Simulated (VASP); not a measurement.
# Fe (P6/mmm) in VASP: a series of runs

The runs below take Fe through single point, with PBE.

Everything below comes from runs of VASP 6.6.1. Logs are shortened: lines on timing, memory, paths and dates and some standing lists are left out, and cuts for length are marked.

**1. The cell of the first run**

It takes space group P6/mmm (No. 191, hexagonal). The conventional cell has a = 2.056 Å, b = 2.056 Å, c = 1.880 Å, α = 90.00°, β = 90.00°, γ = 120.00°. Within 2.5 Å of Fe (site symmetry 6/mmm) lie 8 Fe at 1.88 to 2.06 Å.

This isn't the form of Fe at room conditions, which is bcc.

**2. Single point, PBE, collinear spin, ferromagnetic start**

The input, INCAR:

```
PREC = Accurate ; ENCUT = 520
EDIFF = 1E-6 ; ISMEAR = -1
SIGMA = 0.1 ; LREAL = F
LASPH = T ; NELM = 150
ALGO = Normal ; ISIF = 2
LWAVE = F ; LCHARG = F
ISPIN = 2 ; MAGMOM = 2.5
LORBIT = 11 ; LMAXMIX = 4
GGA = PE ; NBANDS = 14
```

The input, KPOINTS:

```
Automatic mesh
0
Gamma
  21 21 20
```

The input, POSCAR:

```
Fe
1.0
    2.0557160609      0.0000000000      0.0000000000
   -1.0278580305      1.7803023317      0.0000000000
    0.0000000000      0.0000000000      1.8796870279
Fe
1
Direct
    0.0000000000      0.0000000000      0.0000000000
```

Potentials or basis: VASP PAW PBE potentials, release 64 (Fe).

Run with:

```
$ cat potpaw_PBE.64/Fe/POTCAR > POTCAR
$ mpirun -np 1 vasp_std > vasp.out
```

OUTCAR:

```text
PREC = Accurate
   ENCUT = 520
   EDIFF = 1E-6
   ISMEAR = -1
   LREAL = F
   LASPH = T
   NELM = 150
   ISIF = 2
   ISPIN = 2
   LORBIT = 11
   GGA = PE

 ion  position               nearest neighbor table
   1  0.000  0.000  0.000-

  LATTYP: Found a hexagonal cell.
 ALAT       =     2.0557160609
 C/A-ratio  =     0.9143709404

  Lattice vectors:

 A1 = (   2.0557160609,   0.0000000000,   0.0000000000)
 A2 = (  -1.0278580305,   1.7803023317,   0.0000000000)
 A3 = (   0.0000000000,   0.0000000000,   1.8796870279)

Analysis of symmetry for initial positions (statically):
=====================================================================
 Subroutine PRICEL returns:
 Original cell was already a primitive cell.

 Routine SETGRP: Setting up the symmetry group for a
 hexagonal supercell.

 Subroutine GETGRP returns: Found 24 space group operations
 (whereof 24 operations were pure point group operations)
 out of a pool of 24 trial point group operations.

The static configuration has the point symmetry D_6h.

Analysis of symmetry for dynamics (positions and initial velocities):
=====================================================================
 Subroutine PRICEL returns:
 Original cell was already a primitive cell.

 Routine SETGRP: Setting up the symmetry group for a
 hexagonal supercell.

 Subroutine GETGRP returns: Found 24 space group operations
 (whereof 24 operations were pure point group operations)
 out of a pool of 24 trial point group operations.

The dynamic configuration has the point symmetry D_6h.

Analysis of structural, dynamic, and magnetic symmetry:
=====================================================================
 Subroutine PRICEL returns:
 Original cell was already a primitive cell.

 Routine SETGRP: Setting up the symmetry group for a
 hexagonal supercell.

 Subroutine GETGRP returns: Found 24 space group operations
 (whereof 24 operations were pure point group operations)
 out of a pool of 24 trial point group operations.

The overall configuration has the point symmetry D_6h.

 Subroutine INISYM returns: Found 24 space group operations
 (whereof 24 operations are pure point group operations),
 and found     1 'primitive' translations

----------------------------------------------------------------------------------------

                                     Primitive cell

  volume of cell :       6.8793

  direct lattice vectors                    reciprocal lattice vectors
     2.055716061  0.000000000  0.000000000     0.486448503  0.280851174  0.000000000
    -1.027858031  1.780302332  0.000000000     0.000000000  0.561702348  0.000000000
     0.000000000  0.000000000  1.879687028     0.000000000  0.000000000  0.532003459

  length of vectors
     2.055716061  2.055716061  1.879687028     0.561702348  0.561702348  0.532003459

  position of ions in fractional coordinates (direct lattice)
     0.000000000  0.000000000  0.000000000

  ion indices of the primitive-cell ions
   primitive index   ion index
                 1           1

----------------------------------------------------------------------------------------

 KPOINTS: Automatic mesh

Automatic generation of k-mesh.
 Grid dimensions read from file:
 generate k-points for:   21   21   20

 Generating k-lattice:

  Cartesian coordinates                     Fractional coordinates (reciprocal lattice)
     0.023164214  0.013373865  0.000000000     0.047619048  0.000000000  0.000000000
     0.000000000  0.026747731  0.000000000     0.000000000  0.047619048  0.000000000
     0.000000000  0.000000000  0.026600173     0.000000000  0.000000000  0.050000000

  Length of vectors
     0.026747731  0.026747731  0.026600173

  Shift w.r.t. Gamma in fractional coordinates (k-lattice)
     0.000000000  0.000000000  0.000000000

 Subroutine IBZKPT returns following result:
 ===========================================

 Found    528 irreducible k-points:

 Following reciprocal coordinates:
            Coordinates               Weight
  0.000000  0.000000  0.000000      1.000000
  0.047619  0.000000  0.000000      6.000000
  0.095238  0.000000  0.000000      6.000000
  0.142857  0.000000  0.000000      6.000000
  0.190476  0.000000  0.000000      6.000000
  0.238095  0.000000  0.000000      6.000000
[... 16 lines left out ...]
  0.142857  0.095238  0.000000     12.000000
  0.190476  0.095238  0.000000     12.000000
 [... further k-points ...]
   k-points           NKPTS =    528   k-points in BZ     NKDIM =    528   number of bands    NBANDS=     14
   number of dos      NEDOS =    301   number of ions     NIONS =      1
   total plane-waves  NPLWV =   3584
   dimension x,y,z NGX =    16 NGY =   16 NGZ =   14
   dimension x,y,z NGXF=    32 NGYF=   32 NGZF=   28
   ions per type =               1
   NGX,Y,Z   is equivalent  to a cutoff of  12.94, 12.94, 12.38 a.u.
   NGXF,Y,Z  is equivalent  to a cutoff of  25.88, 25.88, 24.76 a.u.
 SYSTEM =  unknown system
   PREC   = accura    normal or accurate (medium, high low for compatibility)
   ISTART =      0    job   : 0-new  1-cont  2-samecut
   ICHARG =      2    charge: 1-file 2-atom 10-const
   ISPIN  =      2    spin polarized calculation?
   LNONCOLLINEAR =      F non collinear calculations
   LSORBIT =      F    spin-orbit coupling
   LASPH  =      T    aspherical Exc in radial PAW
   ENCUT  =  520.0 eV  38.22 Ry    6.18 a.u.   3.82  3.82  3.49*2*pi/ulx,y,z
   NELM   =    150;   NELMIN=  2; NELMDL= -5     # of ELM steps
   EDIFF  = 0.1E-05   stopping-criterion for ELM
   LREAL  =      F    real-space projection
   EDIFFG = 0.1E-04   stopping-criterion for IOM
   NSW    =      0    number of steps for IOM
   IBRION =     -1    ionic relax: 0-MD 1-quasi-New 2-CG
   NFREE  =      0    steps in history (QN), initial steepest desc. (CG)
   ISIF   =      2    stress and relaxation
   ISYM   =      2    0-nonsym 1-usesym 2-fastsym
   POTIM  = 0.5000    time-step for ionic-motion
   TEBEG  =    0.0;   TEEND  =   0.0 temperature during run
   PSTRESS=    0.0 pullay stress
   NELECT =       8.0000    total number of electrons
   NUPDOWN=      -1.0000    fix difference up-down
   EMIN   =  10.00;   EMAX   =-10.00  energy-range for DOS
   EFERMI =   0.00;   METHOD = LEGACY
   ISMEAR =    -1;   SIGMA  =   0.10  broadening in eV -4-tet -1-fermi 0-gaus
   EFERMI_NEDOS =   21; number of points for ismear=-14 and -15
   IALGO  =     38    algorithm
   IMIX   =      4    mixing-type and parameters
     AMIX     =   0.40;   BMIX     =  1.00
     AMIX_MAG =   1.60;   BMIX_MAG =  1.00
  volume/ion in A,a.u.               =       6.88        46.42
  Fermi-wavevector in a.u.,A,eV,Ry     =   1.721567  3.253291 40.324867  2.963794
  Thomas-Fermi vector in A             =   2.797795
   LORBIT       =     11    0 simple, 1 ext, 2 COOP (PROOUT), +10 PAW based schemes
   GGA     = PE    functional components
   LHFCALC =     F    Hartree Fock is set to
   AEXX    =    0.0000 exact exchange contribution
   IVDW    =     0    specifies the selected vdW correction
   LEPSILON=     F    determine dielectric tensor
   LRPA    =     F    only Hartree local field effects (RPA)
 spin polarized calculation
  energy-cutoff  :      520.00
  volume of cell :        6.88
 maximum number of plane-waves:       196
 NGX is ok and might be reduce to    16
   NGX =  7   NGY =  7   NGZ =  7

 number of electron       8.0000006 magnetization      -0.0011382

 number of electron       8.0000006 magnetization       0.0001350

 Free energy of the ion-electron system (eV)
  ---------------------------------------------------
  ext. energy  EPLUGINS =         0.00000000
  ---------------------------------------------------
  free energy    TOTEN  =        -4.76166212 eV

  energy without entropy =       -4.72257948  energy(sigma->0) =       -4.74212080

 E-fermi :  12.7819     XC(G=0): -16.1370

 val. band max:       12.7791959102   @ k =   0.4286   0.0952   0.0500
 cond. band min:      12.7889431645   @ k =   0.3333   0.0000   0.2000
 fundamental gap:      0.0097472543
 Fermi energy:        12.7818911154

 spin component 1

 k-point     1 :       0.0000    0.0000    0.0000
  band No.  band energies     occupation
      1       1.4168      1.00000
      2       5.3982      1.00000
      3       9.6756      1.00000
      4       9.6756      1.00000
      5      14.9679      0.00000
      6      14.9679      0.00000
      7      38.4362      0.00000
      8      42.3659      0.00000
      9      50.3281      0.00000
     10      50.3427      0.00000
     11      50.3427      0.00000
     12      51.3091      0.00000
     13      51.3091      0.00000
     14      65.8790      0.00000

 k-point     2 :       0.0476    0.0000    0.0000
  band No.  band energies     occupation
      1       1.5509      1.00000
      2       5.4463      1.00000
      3       9.5740      1.00000
      4       9.7753      1.00000
      5      14.8938      0.00000
      6      14.9547      0.00000
      7      38.3927      0.00000
      8      42.5490      0.00000
      9      48.6368      0.00000
     10      48.7236      0.00000
     11      50.2809      0.00000
     12      52.9869      0.00000
     13      53.0241      0.00000
     14      65.9802      0.00000
[... 343 lines left out ...]
      1       3.6433      1.00000
      2       6.2031      1.00000
      3       8.2261      1.00000
      4      11.5709      0.99999
      5      13.8478      0.00002
      6      14.7110      0.00000
      7      35.5976      0.00000
      8      40.3195      0.00000
      9      45.5504      0.00000
     10      47.6853      0.00000
     11      49.4102      0.00000
     12      56.8778      0.00000
     13      62.3215      0.00000
     14      66.9703      0.00000

 k-point    24 :       0.1905    0.0952    0.0000
  band No.  band energies     occupation
      1       4.4243      1.00000
      2       6.4200      1.00000
      3       8.0156      1.00000
      4      12.3914      0.98025
      5      13.4687      0.00104
      6      14.6053      0.00000
      7      33.7823      0.00000
      8      38.6366      0.00000
      9      46.8768      0.00000
     10      47.9425      0.00000
     11      49.1969      0.00000
     12      58.1804      0.00000
     13      64.3163      0.00000
     14      65.4601      0.00000

 [... further k-points ...]

 spin component 2

 k-point     1 :       0.0000    0.0000    0.0000
  band No.  band energies     occupation
      1       1.4169      1.00000
      2       5.3984      1.00000
      3       9.6758      1.00000
      4       9.6758      1.00000
      5      14.9681      0.00000
      6      14.9681      0.00000
      7      38.4364      0.00000
      8      42.3659      0.00000
      9      50.3283      0.00000
     10      50.3428      0.00000
     11      50.3428      0.00000
     12      51.3094      0.00000
     13      51.3094      0.00000
     14      65.8793      0.00000

 k-point     2 :       0.0476    0.0000    0.0000
  band No.  band energies     occupation
      1       1.5511      1.00000
      2       5.4465      1.00000
      3       9.5742      1.00000
      4       9.7755      1.00000
      5      14.8940      0.00000
      6      14.9550      0.00000
      7      38.3928      0.00000
      8      42.5490      0.00000
      9      48.6369      0.00000
     10      48.7238      0.00000
     11      50.2811      0.00000
     12      52.9870      0.00000
     13      53.0243      0.00000
     14      65.9804      0.00000
[... 343 lines left out ...]
      1       3.6434      1.00000
      2       6.2032      1.00000
      3       8.2263      1.00000
      4      11.5711      0.99999
      5      13.8480      0.00002
      6      14.7113      0.00000
      7      35.5979      0.00000
      8      40.3197      0.00000
      9      45.5504      0.00000
     10      47.6854      0.00000
     11      49.4104      0.00000
     12      56.8780      0.00000
     13      62.3216      0.00000
     14      66.9711      0.00000

 k-point    24 :       0.1905    0.0952    0.0000
  band No.  band energies     occupation
      1       4.4244      1.00000
      2       6.4202      1.00000
      3       8.0158      1.00000
      4      12.3916      0.98021
      5      13.4689      0.00104
      6      14.6056      0.00000
      7      33.7826      0.00000
      8      38.6367      0.00000
      9      46.8768      0.00000
     10      47.9426      0.00000
     11      49.1971      0.00000
     12      58.1806      0.00000
     13      64.3165      0.00000
     14      65.4602      0.00000

 [... further k-points ...]
[... 5 lines left out ...]
  --------------------------------------------------------------------------------------
  -------------------------------------------------------------------------------------
  Total       13.8154470     13.8154470     12.8934229     -0.0000000     -0.0000000      0.0000000
  in kB     3217.6076687   3217.6076687   3002.8689210     -0.0000001     -0.0000000      0.0000000
  external PRESSURE =    3146.0280861 kB  Pullay stress =       0.0000000 kB

 VOLUME and BASIS-vectors are now :
 -----------------------------------------------------------------------------
  energy-cutoff  :      520.00
  volume of cell :        6.88
      direct lattice vectors                 reciprocal lattice vectors
     2.055716061  0.000000000  0.000000000     0.486448503  0.280851174  0.000000000
    -1.027858031  1.780302332  0.000000000     0.000000000  0.561702348  0.000000000
     0.000000000  0.000000000  1.879687028     0.000000000  0.000000000  0.532003459

 POSITION                                       TOTAL-FORCE (eV/Angst)
 -----------------------------------------------------------------------------------
      0.00000      0.00000      0.00000         0.000000      0.000000      0.000000
 -----------------------------------------------------------------------------------
    total drift:                               -0.000000      0.000000     -0.000000

  FREE ENERGIE OF THE ION-ELECTRON SYSTEM (eV)
  ---------------------------------------------------
  free  energy   TOTEN  =        -4.7616621242 eV

  energy  without entropy=       -4.7225794808  energy(sigma->0) =       -4.74212080

 total charge

# of ion       s       p       d       tot
------------------------------------------
    1        0.774   1.016   7.226   9.017

 magnetization (x)

# of ion       s       p       d       tot
------------------------------------------
    1        0.000   0.000   0.000   0.000
```

Wall time 2.4 min (1 thread of Intel Xeon 8259CL, shared host); peak memory 0.19 GiB.

Results:

```yaml
Free_energy: -4.7617 eV
Pressure: 314.6 GPa
Band_gap_on_the_k_mesh: zero (filled and empty bands overlap)
Net_moment: 0.00 μB per cell
```

Caveat: atoms lie so close that the PAW spheres overlap strongly, which falsifies energies and pressures; the stress differs along the axes, from 300 to 322 GPa; the moments typed at the start vanished in this run.

**3. Single point, PBE, collinear spin, ferromagnetic start**

The input, INCAR:

```
SYSTEM = Fe
PREC = Accurate
ENCUT = 520
EDIFF = 1E-6
ISMEAR = -1
SIGMA = 0.1
LREAL = .False.
LASPH = .True.
NELM = 150
ALGO = Normal
ISIF = 2
LWAVE = .False.
LCHARG = .False.
ISPIN = 2
MAGMOM = 2.5
LORBIT = 11
LMAXMIX = 4
GGA = PE
NBANDS = 14
```

The input, KPOINTS:

```
Automatic mesh
0
Gamma
  21 21 20
  0 0 0
```

The input, POSCAR:

```
Fe
1.0
    2.0572331324      0.0000000000      0.0000000000
   -1.0286165662      1.7816161542      0.0000000000
    0.0000000000      0.0000000000      1.8769723131
Fe
1
Direct
    0.0000000000      0.0000000000      0.0000000000
```

Potentials or basis: VASP PAW PBE potentials, release 64 (Fe).

Run with:

```
$ cat potpaw_PBE.64/Fe/POTCAR > POTCAR
$ mpirun -np 1 vasp_std > vasp.out
```

It took 2.2 min on 1 thread of Intel Xeon 8259CL, shared host; peak memory 0.19 GiB.

The run converged. Its results:

| Quantity | Value |
| --- | --- |
| Free energy | -4.7633 eV |
| Pressure | 314.5 GPa |
| Band gap on the k mesh | zero (filled and empty bands overlap) |
| Net moment | 0.00 μB per cell |

Stress tensor (GPa, compression positive):
```
320.77   0.00   0.00
  0.00 320.77   0.00
  0.00   0.00 301.86
```

Levels at points of the mesh, in eV from the Fermi level:
Spin up:
```tsv
k point	band 2	band 3	band 4	band 5	band 6	band 7
(0.00, 0.00, 0.00)	-7.39	-3.11	-3.11	2.19	2.19	25.60
(0.00, 0.00, 0.50)	-2.02	-2.02	-1.62	-1.47	-1.47	11.99
```
Spin down:
```tsv
k point	band 1	band 2	band 3	band 4	band 5	band 6	band 7	band 8
(0.00, 0.00, 0.00)	-11.37	-7.39	-3.11	-3.11	2.19	2.19	25.60	29.69
(0.00, 0.00, 0.50)	-5.76	-2.02	-2.02	-1.62	-1.47	-1.47	11.99	33.71
```

Caveat: atoms lie so close that the PAW spheres overlap strongly, which falsifies energies and pressures; the stress differs along the axes, from 302 to 321 GPa; the moments typed at the start vanished in this run.
